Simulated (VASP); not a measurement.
# BiRuO4 (F-43m) in VASP: notebook

The runs below take BiRuO4 through single point, with PBE.

Everything below comes from runs of VASP 6.6.1. Logs are shortened: lines on timing, memory, paths and dates and some standing lists are left out, and cuts for length are marked.

### Step 1. The cell of the first run

It takes space group F-43m (No. 216, cubic). Conventional cell: a = 6.724 Å, b = 6.724 Å, c = 6.724 Å, α = 90.00°, β = 90.00°, γ = 90.00°. Bi (site symmetry -43m) has 12 O at 2.79 Å and 4 Ru at 2.91 Å within 3.7 Å. Within 3.7 Å of Ru (site symmetry -43m) lie 12 O at 2.79 Å and 4 Bi at 2.91 Å. O (site symmetry 3m) has 6 O at 2.36 to 2.40 Å and 3 Bi at 2.79 Å and 3 Ru at 2.79 Å within 3.1 Å.

### Step 2. Single point, PBE, collinear spin, ferromagnetic start

INCAR

```
ALGO = Normal
EDIFF = 1E-6
ENCUT = 520
GGA = PE
ISIF = 2
ISMEAR = 0
ISPIN = 2
LASPH = True
LCHARG = False
LMAXMIX = 4
LORBIT = 11
LREAL = False
LWAVE = False
MAGMOM = 0 1 0 0 0 0
NBANDS = 40
NELM = 150
PREC = Accurate
SIGMA = 0.1
```

KPOINTS

```
k-points
0
Gamma
  4 4 4
```

POSCAR

```
BiRuO4
1.0
    0.0000000000      3.3617636300      3.3617636300
    3.3617636300      0.0000000000      3.3617636300
    3.3617636300      3.3617636300      0.0000000000
Bi Ru O
1 1 4
Direct
    0.2500000000      0.2500000000      0.2500000000
    0.0000000000      0.0000000000      0.0000000000
    0.1283622400      0.6238792500      0.6238792500
    0.6238792500      0.1283622400      0.6238792500
    0.6238792500      0.6238792500      0.1283622400
    0.6238792500      0.6238792500      0.6238792500
```

Potentials or basis: VASP PAW PBE potentials, release 64 (Bi_d, Ru_pv, O).

Command:

```bash
$ cat potpaw_PBE.64/Bi_d/POTCAR potpaw_PBE.64/Ru_pv/POTCAR potpaw_PBE.64/O/POTCAR > POTCAR
$ mpirun -np 1 vasp_std > vasp.out
```

OUTCAR:

```text
EDIFF = 1E-6
   ENCUT = 520
   GGA = PE
   ISIF = 2
   ISMEAR = 0
   ISPIN = 2
   LASPH = True
   LORBIT = 11
   LREAL = False
   NELM = 150
   PREC = Accurate

 ion  position               nearest neighbor table
   1  0.250  0.250  0.250-   3 2.79   4 2.79   5 2.79   6 2.79   6 2.79   6 2.79   3 2.79   5 2.79
                             4 2.79   4 2.79   5 2.79   3 2.79   2 2.91   2 2.91   2 2.91   2 2.91
   2  0.000  0.000  0.000-   1 2.91   1 2.91   1 2.91   1 2.91
   3  0.128  0.624  0.624-   1 2.79   1 2.79   1 2.79
   4  0.624  0.128  0.624-   1 2.79   1 2.79   1 2.79
   5  0.624  0.624  0.128-   1 2.79   1 2.79   1 2.79
   6  0.624  0.624  0.624-   1 2.79   1 2.79   1 2.79

  LATTYP: Found a face centered cubic cell.
 ALAT       =     6.7235272600

  Lattice vectors:

 A1 = (   0.0000000000,   3.3617636300,   3.3617636300)
 A2 = (   3.3617636300,   0.0000000000,   3.3617636300)
 A3 = (   3.3617636300,   3.3617636300,   0.0000000000)

Analysis of symmetry for initial positions (statically):
=====================================================================
 Subroutine PRICEL returns:
 Original cell was already a primitive cell.

 Routine SETGRP: Setting up the symmetry group for a
 face centered cubic supercell.

 Subroutine GETGRP returns: Found 24 space group operations
 (whereof 24 operations were pure point group operations)
 out of a pool of 48 trial point group operations.

The static configuration has the point symmetry T_d .

Analysis of symmetry for dynamics (positions and initial velocities):
=====================================================================
 Subroutine PRICEL returns:
 Original cell was already a primitive cell.

 Routine SETGRP: Setting up the symmetry group for a
 face centered cubic supercell.

 Subroutine GETGRP returns: Found 24 space group operations
 (whereof 24 operations were pure point group operations)
 out of a pool of 48 trial point group operations.

The dynamic configuration has the point symmetry T_d .

Analysis of structural, dynamic, and magnetic symmetry:
=====================================================================
 Subroutine PRICEL returns:
 Original cell was already a primitive cell.

 Routine SETGRP: Setting up the symmetry group for a
 face centered cubic supercell.

 Subroutine GETGRP returns: Found 24 space group operations
 (whereof 24 operations were pure point group operations)
 out of a pool of 48 trial point group operations.

The overall configuration has the point symmetry T_d .

 Subroutine INISYM returns: Found 24 space group operations
 (whereof 24 operations are pure point group operations),
 and found     1 'primitive' translations

----------------------------------------------------------------------------------------

                                     Primitive cell

  volume of cell :      75.9856

  direct lattice vectors                    reciprocal lattice vectors
     0.000000000  3.361763630  3.361763630    -0.148731456  0.148731456  0.148731456
     3.361763630  0.000000000  3.361763630     0.148731456 -0.148731456  0.148731456
     3.361763630  3.361763630  0.000000000     0.148731456  0.148731456 -0.148731456

  length of vectors
     4.754251719  4.754251719  4.754251719     0.257610439  0.257610439  0.257610439

  position of ions in fractional coordinates (direct lattice)
     0.250000000  0.250000000  0.250000000
     0.000000000  0.000000000  0.000000000
     0.128362240  0.623879250  0.623879250
     0.623879250  0.128362240  0.623879250
     0.623879250  0.623879250  0.128362240
     0.623879250  0.623879250  0.623879250

  ion indices of the primitive-cell ions
   primitive index   ion index
                 1           1
                 2           2
                 3           3
                 4           4
                 5           5
                 6           6

----------------------------------------------------------------------------------------

 KPOINTS: k-points

Automatic generation of k-mesh.
 Grid dimensions read from file:
 generate k-points for:    4    4    4

 Generating k-lattice:

  Cartesian coordinates                     Fractional coordinates (reciprocal lattice)
    -0.037182864  0.037182864  0.037182864     0.250000000  0.000000000  0.000000000
     0.037182864 -0.037182864  0.037182864     0.000000000  0.250000000  0.000000000
     0.037182864  0.037182864 -0.037182864     0.000000000  0.000000000  0.250000000

  Length of vectors
     0.064402610  0.064402610  0.064402610

  Shift w.r.t. Gamma in fractional coordinates (k-lattice)
     0.000000000  0.000000000  0.000000000

 Subroutine IBZKPT returns following result:
 ===========================================

 Found      8 irreducible k-points:

 Following reciprocal coordinates:
            Coordinates               Weight
  0.000000  0.000000  0.000000      1.000000
  0.250000  0.000000  0.000000      8.000000
  0.500000  0.000000  0.000000      4.000000
  0.250000  0.250000  0.000000      6.000000
  0.500000  0.250000  0.000000     24.000000
 -0.250000  0.250000  0.000000     12.000000
  0.500000  0.500000  0.000000      3.000000
 -0.250000  0.500000  0.250000      6.000000
   k-points           NKPTS =      8   k-points in BZ     NKDIM =      8   number of bands    NBANDS=     40
   number of dos      NEDOS =    301   number of ions     NIONS =      6
   total plane-waves  NPLWV =  46656
   dimension x,y,z NGX =    36 NGY =   36 NGZ =   36
   dimension x,y,z NGXF=    72 NGYF=   72 NGZF=   72
   ions per type =               1   1   4
   NGX,Y,Z   is equivalent  to a cutoff of  12.59, 12.59, 12.59 a.u.
   NGXF,Y,Z  is equivalent  to a cutoff of  25.18, 25.18, 25.18 a.u.
 SYSTEM =  unknown system
   PREC   = accura    normal or accurate (medium, high low for compatibility)
   ISTART =      0    job   : 0-new  1-cont  2-samecut
   ICHARG =      2    charge: 1-file 2-atom 10-const
   ISPIN  =      2    spin polarized calculation?
   LNONCOLLINEAR =      F non collinear calculations
   LSORBIT =      F    spin-orbit coupling
   LASPH  =      T    aspherical Exc in radial PAW
   ENCUT  =  520.0 eV  38.22 Ry    6.18 a.u.   8.84  8.84  8.84*2*pi/ulx,y,z
   NELM   =    150;   NELMIN=  2; NELMDL= -5     # of ELM steps
   EDIFF  = 0.1E-05   stopping-criterion for ELM
   LREAL  =      F    real-space projection
   EDIFFG = 0.1E-04   stopping-criterion for IOM
   NSW    =      0    number of steps for IOM
   IBRION =     -1    ionic relax: 0-MD 1-quasi-New 2-CG
   NFREE  =      0    steps in history (QN), initial steepest desc. (CG)
   ISIF   =      2    stress and relaxation
   ISYM   =      2    0-nonsym 1-usesym 2-fastsym
   POTIM  = 0.5000    time-step for ionic-motion
   TEBEG  =    0.0;   TEEND  =   0.0 temperature during run
   PSTRESS=    0.0 pullay stress
   NELECT =      53.0000    total number of electrons
   NUPDOWN=      -1.0000    fix difference up-down
   EMIN   =  10.00;   EMAX   =-10.00  energy-range for DOS
   EFERMI =   0.00;   METHOD = LEGACY
   ISMEAR =     0;   SIGMA  =   0.10  broadening in eV -4-tet -1-fermi 0-gaus
   EFERMI_NEDOS =   21; number of points for ismear=-14 and -15
   IALGO  =     38    algorithm
   IMIX   =      4    mixing-type and parameters
     AMIX     =   0.40;   BMIX     =  1.00
     AMIX_MAG =   1.60;   BMIX_MAG =  1.00
  volume/ion in A,a.u.               =      12.66        85.46
  Fermi-wavevector in a.u.,A,eV,Ry     =   1.451854  2.743606 28.679449  2.107880
  Thomas-Fermi vector in A             =   2.569303
   LORBIT       =     11    0 simple, 1 ext, 2 COOP (PROOUT), +10 PAW based schemes
   GGA     = PE    functional components
   LHFCALC =     F    Hartree Fock is set to
   AEXX    =    0.0000 exact exchange contribution
   IVDW    =     0    specifies the selected vdW correction
   LEPSILON=     F    determine dielectric tensor
   LRPA    =     F    only Hartree local field effects (RPA)
 spin polarized calculation
 Gauss-broadening in eV      SIGMA  =   0.10
  energy-cutoff  :      520.00
  volume of cell :       75.99
 maximum number of plane-waves:      2085
   NGX = 17   NGY = 17   NGZ = 17

 number of electron      53.0000017 magnetization       0.0091881

 number of electron      53.0000017 magnetization      -0.0019972

 Free energy of the ion-electron system (eV)
  ---------------------------------------------------
  ext. energy  EPLUGINS =         0.00000000
  ---------------------------------------------------
  free energy    TOTEN  =       -25.94467319 eV

  energy without entropy =      -25.88983883  energy(sigma->0) =      -25.91725601

 E-fermi :   5.9977     XC(G=0): -11.7266

 val. band max:        5.9927151182   @ k =  -0.2500   0.5000   0.2500
 cond. band min:       6.0189908184   @ k =   0.5000   0.0000   0.0000
 fundamental gap:      0.0262757002
 Fermi energy:         5.9976807806

 spin component 1

 k-point     1 :       0.0000    0.0000    0.0000
  band No.  band energies     occupation
      1     -36.2306      1.00000
      2     -36.2306      1.00000
      3     -36.2306      1.00000
      4     -16.7899      1.00000
      5     -16.7899      1.00000
      6     -16.7899      1.00000
[... 30 lines left out ...]
     37      16.7114      0.00000
     38      18.1335      0.00000

 k-point     2 :       0.2500    0.0000    0.0000
  band No.  band energies     occupation
      1     -36.2312      1.00000
      2     -36.2307      1.00000
      3     -36.2307      1.00000
      4     -16.7929      1.00000
      5     -16.7880      1.00000
      6     -16.7880      1.00000
[... 30 lines left out ...]
     37      16.6640      0.00000
     38      18.1336      0.00000
[... 203 lines left out ...]
     37      16.8521      0.00000
     38      18.1336      0.00000

 k-point     8 :      -0.2500    0.5000    0.2500
  band No.  band energies     occupation
      1     -36.2314      1.00000
      2     -36.2314      1.00000
      3     -36.2310      1.00000
      4     -16.7978      1.00000
      5     -16.7856      1.00000
      6     -16.7825      1.00000
[... 30 lines left out ...]
     37      18.1336      0.00000
     38      18.2670      0.00000
 Fermi energy:         5.9976807806

 spin component 2

 k-point     1 :       0.0000    0.0000    0.0000
  band No.  band energies     occupation
      1     -36.2323      1.00000
      2     -36.2323      1.00000
      3     -36.2323      1.00000
      4     -16.7899      1.00000
      5     -16.7899      1.00000
      6     -16.7899      1.00000
[... 30 lines left out ...]
     37      16.7112      0.00000
     38      18.1308      0.00000

 k-point     2 :       0.2500    0.0000    0.0000
  band No.  band energies     occupation
      1     -36.2329      1.00000
      2     -36.2323      1.00000
      3     -36.2323      1.00000
      4     -16.7929      1.00000
      5     -16.7880      1.00000
      6     -16.7880      1.00000
[... 30 lines left out ...]
     37      16.6637      0.00000
     38      18.1309      0.00000
[... 203 lines left out ...]
     37      16.8518      0.00000
     38      18.1309      0.00000

 k-point     8 :      -0.2500    0.5000    0.2500
  band No.  band energies     occupation
      1     -36.2331      1.00000
      2     -36.2330      1.00000
      3     -36.2326      1.00000
      4     -16.7978      1.00000
      5     -16.7856      1.00000
      6     -16.7825      1.00000
[... 30 lines left out ...]
     37      18.1308      0.00000
     38      18.2666      0.00000
 [bands above 38 left out]

------------------------ aborting loop because EDIFF is reached ----------------------------------------

  FORCE on cell =-STRESS in cart. coord.  units (eV):
  Direction    XX          YY          ZZ          XY          YZ          ZX
  --------------------------------------------------------------------------------------
  -------------------------------------------------------------------------------------
  Total       -5.7624728     -5.7624728     -5.7624728     -0.0000000      0.0000000      0.0000000
  in kB     -121.5032654   -121.5032654   -121.5032654     -0.0000000      0.0000000      0.0000000
  external PRESSURE =    -121.5032654 kB  Pullay stress =       0.0000000 kB

 VOLUME and BASIS-vectors are now :
 -----------------------------------------------------------------------------
  energy-cutoff  :      520.00
  volume of cell :       75.99
      direct lattice vectors                 reciprocal lattice vectors
     0.000000000  3.361763630  3.361763630    -0.148731456  0.148731456  0.148731456
     3.361763630  0.000000000  3.361763630     0.148731456 -0.148731456  0.148731456
     3.361763630  3.361763630  0.000000000     0.148731456  0.148731456 -0.148731456

 POSITION                                       TOTAL-FORCE (eV/Angst)
 -----------------------------------------------------------------------------------
      1.68088      1.68088      1.68088         0.000000      0.000000      0.000000
      0.00000      0.00000      0.00000         0.000000      0.000000      0.000000
      4.19467      2.52886      2.52886         0.078926     -0.078926     -0.078926
      2.52886      4.19467      2.52886        -0.078926      0.078926     -0.078926
      2.52886      2.52886      4.19467        -0.078926     -0.078926      0.078926
      4.19467      4.19467      4.19467         0.078926      0.078926      0.078926
 -----------------------------------------------------------------------------------
    total drift:                                0.000077      0.000077      0.000078

  FREE ENERGIE OF THE ION-ELECTRON SYSTEM (eV)
  ---------------------------------------------------
  free  energy   TOTEN  =       -25.9446731885 eV

  energy  without entropy=      -25.8898388274  energy(sigma->0) =      -25.91725601

 total charge

# of ion       s       p       d       tot
------------------------------------------
    1        1.593   0.911   9.985  12.489
    2        0.158   6.070   5.953  12.181
    3        1.631   3.071   0.000   4.701
    4        1.631   3.071   0.000   4.701
    5        1.631   3.071   0.000   4.701
    6        1.631   3.071   0.000   4.701
--------------------------------------------------
tot          8.274  19.263  15.938  43.475

 magnetization (x)

# of ion       s       p       d       tot
------------------------------------------
    1       -0.000   0.000  -0.000  -0.000
    2       -0.000  -0.000  -0.003  -0.003
    3        0.000  -0.000   0.000  -0.000
    4        0.000  -0.000   0.000  -0.000
    5        0.000  -0.000   0.000  -0.000
    6        0.000  -0.000   0.000  -0.000
--------------------------------------------------
tot         -0.000  -0.001  -0.003  -0.004
```

Run time: 2.2 min. Hardware: 1 thread of Intel Xeon Platinum 8559C (Emerald Rapids), shared host; peak memory 0.27 GiB.

Results:

```yaml
Free_energy: -25.9447 eV
Pressure: -12.2 GPa
Largest_force: 0.137 eV/Å
Net_moment: 0.00 μB per cell
Valence_electrons_inside_the_program's_atomic_spheres: Bi 12.49; Ru 12.18; O 4.70
```

Forces in eV/Å, atoms in the order of the input:
```
Bi   0.000  0.000  0.000
Ru   0.000  0.000  0.000
O    0.079 -0.079 -0.079
O   -0.079  0.079 -0.079
O   -0.079 -0.079  0.079
O    0.079  0.079  0.079
```

Levels at points of the mesh, in eV from the Fermi level:
Spin up:
```csv
k point,band 23,band 24,band 25,band 26,band 27,band 28,band 29,band 30
"(0.00, 0.00, 0.00)",-0.20,-0.20,-0.20,0.40,0.40,0.67,0.67,0.67
"(0.50, 0.00, 0.00)",-0.45,-0.45,-0.17,-0.12,0.02,0.02,0.66,0.66
"(0.50, 0.50, 0.00)",-1.42,-0.94,-0.91,-0.91,-0.23,0.45,0.45,0.50
```
Spin down:
```tsv
k point	band 22	band 23	band 24	band 25	band 26	band 27	band 28	band 29	band 30	band 31
(0.00, 0.00, 0.00)	-0.96	-0.20	-0.20	-0.20	0.40	0.40	0.67	0.67	0.67	3.09
(0.50, 0.00, 0.00)	-1.71	-0.45	-0.45	-0.17	-0.12	0.02	0.02	0.66	0.66	0.80
(0.50, 0.50, 0.00)	-1.74	-1.42	-0.94	-0.91	-0.91	-0.23	0.45	0.45	0.50	2.21
```

Caveat: the k points lie up to 0.40 Å⁻¹ apart; spin-orbit coupling is left out, which moves the levels of the heavy elements.

### Step 3. Single point, PBE, collinear spin, ferromagnetic start

This run uses another cell than the first one, of 12.26 Å³/atom, 0.968 times its volume.

INCAR

```
SYSTEM = BiRuO4
ALGO = Normal ; EDIFF = 1E-7
ENCUT = 520 ; GGA = PE
ISIF = 2 ; ISMEAR = 0
ISPIN = 2 ; LASPH = .TRUE.
LCHARG = .FALSE. ; LMAXMIX = 4
LORBIT = 11 ; LREAL = .FALSE.
LWAVE = .FALSE. ; MAGMOM = 0 2.52 1.29 1.29 1.29 1.29
NBANDS = 40 ; NELM = 150
PREC = Accurate ; SIGMA = 0.1
```

KPOINTS

```
k-points
0
G
  10 10 10
  0 0 0
```

POSCAR

```
BiRuO4
1.0
    0.0000000000      3.3252132735      3.3252132735
    3.3252132735      0.0000000000      3.3252132735
    3.3252132735      3.3252132735      0.0000000000
Bi Ru O
1 1 4
Direct
    0.2500000000      0.2500000000      0.2500000000
    0.0000000000      0.0000000000      0.0000000000
    0.1234615907      0.6255128031      0.6255128031
    0.6255128031      0.1234615907      0.6255128031
    0.6255128031      0.6255128031      0.1234615907
    0.6255128031      0.6255128031      0.6255128031
```

Potentials or basis: VASP PAW PBE potentials, release 64 (Bi_d, Ru_pv, O).

Command:

```bash
$ cat potpaw_PBE.64/Bi_d/POTCAR potpaw_PBE.64/Ru_pv/POTCAR potpaw_PBE.64/O/POTCAR > POTCAR
$ mpirun -np 1 vasp_std > vasp.out
```

Run time: 5.7 min. Hardware: 1 thread of Intel Xeon Platinum 8559C (Emerald Rapids), shared host; peak memory 0.4 GiB.

It converged, with:

| Quantity | Value |
| --- | --- |
| Free energy | -26.1580 eV |
| Pressure | -9.3 GPa |
| Largest force | 0.055 eV/Å |
| Net moment | 0.00 μB per cell |
| Valence electrons inside the program's atomic spheres | Bi 12.52; Ru 12.21; O 4.71 |

Forces on the atoms (eV/Å):
```
Bi   0.000  0.000  0.000
Ru   0.000  0.000  0.000
O    0.032 -0.032 -0.032
O   -0.032  0.032 -0.032
O   -0.032 -0.032  0.032
O    0.032  0.032  0.032
```

Levels at points of the mesh, in eV from the Fermi level:
Spin up:
| k point | band 22 | band 23 | band 24 | band 25 | band 26 | band 27 | band 28 | band 29 | band 30 | band 31 |
| --- | --- | --- | --- | --- | --- | --- | --- | --- | --- | --- |
| (0.00, 0.00, 0.00) | -1.00 | -0.23 | -0.23 | -0.23 | 0.43 | 0.43 | 0.71 | 0.71 | 0.71 | 3.18 |
| (0.50, 0.00, 0.00) | -1.76 | -0.46 | -0.46 | -0.20 | -0.08 | 0.02 | 0.02 | 0.68 | 0.68 | 0.82 |
| (0.50, 0.50, 0.00) | -1.92 | -1.50 | -0.96 | -0.93 | -0.93 | -0.22 | 0.46 | 0.46 | 0.56 | 2.33 |
Spin down:
```
           k point  band 24  band 25  band 26  band 27  band 28  band 29
(0.00, 0.00, 0.00)    -0.23    -0.23     0.43     0.43     0.71     0.71
(0.50, 0.00, 0.00)    -0.46    -0.20    -0.08     0.02     0.02     0.68
(0.50, 0.50, 0.00)    -0.96    -0.93    -0.93    -0.22     0.46     0.46
```

Caveat: spin-orbit coupling is left out, which moves the levels of the heavy elements.
